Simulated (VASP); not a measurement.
# TiO2 in VASP: single point with PBEsol

Aim: the single point of TiO2 with PBEsol.

All numbers are computed with VASP 6.6.1; they aren't measurements. Logs are shortened: lines on timing, memory, paths and dates and some standing lists are left out, and cuts for length are marked.

## Step 1: The cell of the first run

The typed cell holds 6 atoms: a = 3.770 Å, b = 3.770 Å, c = 5.470 Å, α = 110.15°, β = 110.15°, γ = 90.00°.

## Step 2: Single point, PBEsol

INCAR reads:

```
ALGO = Normal ; EDIFF = 1E-6
ENCUT = 520 ; GGA = PS
ISIF = 2 ; ISMEAR = 0
LASPH = True ; LCHARG = False
LREAL = False ; LWAVE = False
NBANDS = 33 ; NELM = 100
PREC = Accurate ; SIGMA = 0.02
```

KPOINTS reads:

```
k-points
0
Gamma
  8 8 6
```

POSCAR reads:

```
TiO2
1.0
    2.6654016408     -2.6654725578     -0.0199082698
    2.6654016408      2.6654725578     -0.0199082698
   -2.6295473657      0.0000000000      4.7967317812
Ti O
2 4
Direct
    0.1250201400      0.8749798600      0.2500000000
    0.8749798600      0.1250201400      0.7500000000
    0.3324917104      0.0824926732      0.6649946402
    0.6675082896      0.9175073268      0.3350053598
    0.9175073268      0.6675082896      0.8350053598
    0.0824926732      0.3324917104      0.1649946402
```

Potentials or basis: VASP PAW PBE potentials, release 64 (Ti_sv, O).

The run is started by

```
$ cat potpaw_PBE.64/Ti_sv/POTCAR potpaw_PBE.64/O/POTCAR > POTCAR
$ mpirun -np 1 vasp_std > vasp.out
```

OUTCAR:

```text
EDIFF = 1E-6
   ENCUT = 520
   GGA = PS
   ISIF = 2
   ISMEAR = 0
   LASPH = True
   LREAL = False
   NELM = 100
   PREC = Accurate

 ion  position               nearest neighbor table
   1  0.125  0.875  0.250-   4 1.93   6 1.93   6 1.93   4 1.93   3 1.98   5 1.98
   2  0.875  0.125  0.750-   5 1.93   3 1.93   5 1.93   3 1.93   6 1.98   4 1.98
   3  0.332  0.082  0.665-   2 1.93   2 1.93   1 1.98
   4  0.668  0.918  0.335-   1 1.93   1 1.93   2 1.98
   5  0.918  0.668  0.835-   2 1.93   2 1.93   1 1.98
   6  0.082  0.332  0.165-   1 1.93   1 1.93   2 1.98

  LATTYP: Found a base centered monoclinic cell.
 ALAT       =     5.3309519773
 B/A-ratio  =     0.9999987129
 C/A-ratio  =     1.0261218176
 COS(beta)  =    -0.4872395004

  Lattice vectors:

 A1 = (   2.6654016408,  -2.6654725578,  -0.0199082698)
 A2 = (   2.6654016408,   2.6654725578,  -0.0199082698)
 A3 = (  -2.6295473657,   0.0000000000,   4.7967317812)

Analysis of symmetry for initial positions (statically):
=====================================================================
 Subroutine PRICEL returns:
 Original cell was already a primitive cell.

 Routine SETGRP: Setting up the symmetry group for a
 base centered monoclinic supercell.

 Subroutine GETGRP returns: Found  4 space group operations
 (whereof  2 operations were pure point group operations)
 out of a pool of  4 trial point group operations.

The static configuration has the point symmetry S_2 .
 The point group associated with its full space group is C_2h.

Analysis of symmetry for dynamics (positions and initial velocities):
=====================================================================
 Subroutine PRICEL returns:
 Original cell was already a primitive cell.

 Routine SETGRP: Setting up the symmetry group for a
 base centered monoclinic supercell.

 Subroutine GETGRP returns: Found  4 space group operations
 (whereof  2 operations were pure point group operations)
 out of a pool of  4 trial point group operations.

The dynamic configuration has the point symmetry S_2 .
 The point group associated with its full space group is C_2h.

 Subroutine INISYM returns: Found  4 space group operations
 (whereof  2 operations are pure point group operations),
 and found     1 'primitive' translations

[... 94 lines left out ...]
   ISTART =      0    job   : 0-new  1-cont  2-samecut
   ICHARG =      2    charge: 1-file 2-atom 10-const
   ISPIN  =      1    spin polarized calculation?
   LNONCOLLINEAR =      F non collinear calculations
   LSORBIT =      F    spin-orbit coupling
   LASPH  =      T    aspherical Exc in radial PAW
   ENCUT  =  520.0 eV  38.22 Ry    6.18 a.u.   7.01  7.01 10.17*2*pi/ulx,y,z
   NELM   =    100;   NELMIN=  2; NELMDL= -5     # of ELM steps
   EDIFF  = 0.1E-05   stopping-criterion for ELM
   LREAL  =      F    real-space projection
   EDIFFG = 0.1E-04   stopping-criterion for IOM
   NSW    =      0    number of steps for IOM
   IBRION =     -1    ionic relax: 0-MD 1-quasi-New 2-CG
   NFREE  =      0    steps in history (QN), initial steepest desc. (CG)
   ISIF   =      2    stress and relaxation
   ISYM   =      2    0-nonsym 1-usesym 2-fastsym
   POTIM  = 0.5000    time-step for ionic-motion
   TEBEG  =    0.0;   TEEND  =   0.0 temperature during run
   PSTRESS=    0.0 pullay stress
   NELECT =      48.0000    total number of electrons
   NUPDOWN=      -1.0000    fix difference up-down
   EMIN   =  10.00;   EMAX   =-10.00  energy-range for DOS
   EFERMI =   0.00;   METHOD = LEGACY
   ISMEAR =     0;   SIGMA  =   0.02  broadening in eV -4-tet -1-fermi 0-gaus
   EFERMI_NEDOS =   21; number of points for ismear=-14 and -15
   IALGO  =     38    algorithm
   IMIX   =      4    mixing-type and parameters
     AMIX     =   0.40;   BMIX     =  1.00
     AMIX_MAG =   1.60;   BMIX_MAG =  1.00
  volume/ion in A,a.u.               =      11.31        76.34
  Fermi-wavevector in a.u.,A,eV,Ry     =   1.458518  2.756199 28.943327  2.127275
  Thomas-Fermi vector in A             =   2.575193
   LORBIT       =      0    0 simple, 1 ext, 2 COOP (PROOUT), +10 PAW based schemes
   GGA     = PS    functional components
   LHFCALC =     F    Hartree Fock is set to
   AEXX    =    0.0000 exact exchange contribution
   IVDW    =     0    specifies the selected vdW correction
   LEPSILON=     F    determine dielectric tensor
   LRPA    =     F    only Hartree local field effects (RPA)
 non-spin polarized calculation
 Gauss-broadening in eV      SIGMA  =   0.02
  energy-cutoff  :      520.00
  volume of cell :       67.88
 maximum number of plane-waves:      1850
   NGX = 13   NGY = 13   NGZ = 21

 number of electron      47.9999994 magnetization

 Free energy of the ion-electron system (eV)
  ---------------------------------------------------
  ext. energy  EPLUGINS =         0.00000000
  ---------------------------------------------------
  free energy    TOTEN  =       -56.21748282 eV

  energy without entropy =      -56.21748282  energy(sigma->0) =      -56.21748282

 E-fermi :   3.3921     XC(G=0): -11.0349

 val. band max:        3.2778315408   @ k =  -0.3750   0.3750   0.0000
 cond. band min:       5.4033350589   @ k =   0.0000   0.0000   0.0000
 fundamental gap:      2.1255035181
 Fermi energy:         3.3920671922

 k-point     1 :       0.0000    0.0000    0.0000
  band No.  band energies     occupation
      1     -52.7911      2.00000
      2     -52.7287      2.00000
      3     -29.3833      2.00000
      4     -29.1345      2.00000
      5     -29.1345      2.00000
      6     -29.0615      2.00000
[... 853 lines left out ...]
     32       9.3366      0.00000
     33       9.4491      0.00000

 [... further k-points ...]
[... 5 lines left out ...]
  --------------------------------------------------------------------------------------
  -------------------------------------------------------------------------------------
  Total        0.2931677      0.2932018      0.3212692      0.0000000      0.0000000     -0.0003832
  in kB        6.9198437      6.9206488      7.5831432      0.0000000      0.0000000     -0.0090445
  external PRESSURE =       7.1412119 kB  Pullay stress =       0.0000000 kB

 VOLUME and BASIS-vectors are now :
 -----------------------------------------------------------------------------
  energy-cutoff  :      520.00
  volume of cell :       67.88
      direct lattice vectors                 reciprocal lattice vectors
     2.665401641 -2.665472558 -0.019908270     0.188360240 -0.187583998  0.103258259
     2.665401641  2.665472558 -0.019908270     0.188360240  0.187583998  0.103258259
    -2.629547366  0.000000000  4.796731781     0.001563534  0.000000000  0.209332402

 POSITION                                       TOTAL-FORCE (eV/Angst)
 -----------------------------------------------------------------------------------
      2.00801      1.99900      1.17927         0.000000      0.000211     -0.000000
      0.69324     -1.99900      3.57764         0.000000     -0.000211      0.000000
     -0.64253     -0.66637      3.18154         0.000248     -0.000001      0.020299
      3.34379      0.66637      1.57538        -0.000248      0.000001     -0.020299
      2.02902     -0.66637      3.97374        -0.000248     -0.000001     -0.020299
      0.67224      0.66637      0.78317         0.000248      0.000001      0.020299
 -----------------------------------------------------------------------------------
    total drift:                               -0.000000     -0.000000      0.000000

  FREE ENERGIE OF THE ION-ELECTRON SYSTEM (eV)
  ---------------------------------------------------
  free  energy   TOTEN  =       -56.2174828179 eV

  energy  without entropy=      -56.2174828179  energy(sigma->0) =      -56.21748282
```

stdout:

```text
POSCAR found type information on POSCAR TiO
 POSCAR found :  2 types and       6 ions
 scaLAPACK will be used
 -----------------------------------------------------------------------------
|                                                                             |
|                                                                             |
|     You enforced a specific xc type in the INCAR file but a different       |
|     I HOPE YOU KNOW WHAT YOU ARE DOING!                                     |
|                                                                             |
 -----------------------------------------------------------------------------

 LDA part: xc-table for (Slater+PW92), standard interpolation
 POSCAR, INCAR and KPOINTS ok, starting setup
 FFT: planning ... GRIDC
 FFT: planning ... GRID_SOFT
 FFT: planning ... GRID
 WAVECAR not read
 entering main loop
```

Wall time 3.4 min (1 thread of Intel Xeon Platinum 8259CL at 2.50GHz (Skylake/Cascade Lake), shared host); peak memory 0.31 GiB.

Results:

```
Free energy            : -56.2175 eV
Pressure               : 0.7 GPa
Largest force          : 0.020 eV/Å
Band gap on the k mesh : 2.13 eV (least direct gap 2.43 eV)
```

Forces on the atoms (eV/Å):
```
Ti   0.000  0.000  0.000
Ti   0.000  0.000  0.000
O    0.000  0.000  0.020
O    0.000  0.000 -0.020
O    0.000  0.000 -0.020
O    0.000  0.000  0.020
```

Caveat: the PAW data sets were made with another functional, which shifts forces and pressure a little.
